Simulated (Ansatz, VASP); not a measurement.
**WC: VASP beside Ansatz**

File INCAR:

```
PREC = Accurate ; ENCUT = 1300
EDIFF = 1E-6 ; ISMEAR = 0
SIGMA = 0.05 ; LREAL = False
LASPH = True ; NELM = 120
ALGO = Normal ; ISIF = 2
LWAVE = False ; LCHARG = True
GGA = PE ; LELF = True
LVHAR = True ; NBANDS = 16
GGA_COMPAT = False
```

Contents of KPOINTS:

```
Automatic mesh
0
Gamma
  10 10 9
```

The input POSCAR:

```
WC
1.0
    2.9065000000      0.0000000000      0.0000000000
   -1.4532500000      2.5171028361      0.0000000000
    0.0000000000      0.0000000000      2.8366000000
W C
1 1
Direct
    0.0000000000      0.0000000000      0.0000000000
    0.6666666667      0.3333333333      0.5000000000
```

input.yaml

```yaml
crystal:
  lattice:
    - [2.9065, 0.0, 0.0]
    - [-1.45325, 2.5171028361, 0.0]
    - [0.0, 0.0, 2.8366]
  atoms:
    - { symbol: W, position: [0.0, 0.0, 0.0] }
    - { symbol: C, position: [0.6666666667, 0.3333333333, 0.5] }
hamiltonian:
  xc: pbe
  pseudopotentials: { kind: paw }
kpoints:
  mp_grid: { grid: [10, 10, 9] }
scf:
  occupations: { method: gaussian, width: 0.05 }
output:
  forces: true
  stress: true
  eigenvalues: true
```

Alike in both runs: task single point; functional PBE; k mesh 10 × 10 × 9; occupations gaussian, width 0.05 eV; no spin polarisation.

|  | VASP | Ansatz |
| --- | --- | --- |
| version | VASP 6.6.1 | Ansatz 0.2.0 |
| potentials or method | VASP PAW PBE potentials, release 64 (W_sv, C_h) | Ansatz PAW |
| plane-wave cutoff (eV) | 1300 | 420 |
| valence electrons in the cell | 18 | 18 |

```tsv
	VASP	Ansatz	Ansatz less VASP
gap on the k mesh at the Fermi level (eV)	none	none	-
pressure (GPa)	6.7	5.6	-1.13
traceless stress, the component that is largest in VASP (GPa)	-0.43	-0.62	-0.196
```

A gap of «none» marks a metal or a gap that the smearing closes. The functional is the same, so the differences come from potentials, cutoffs and numerics.

Spin-orbit coupling is off throughout.
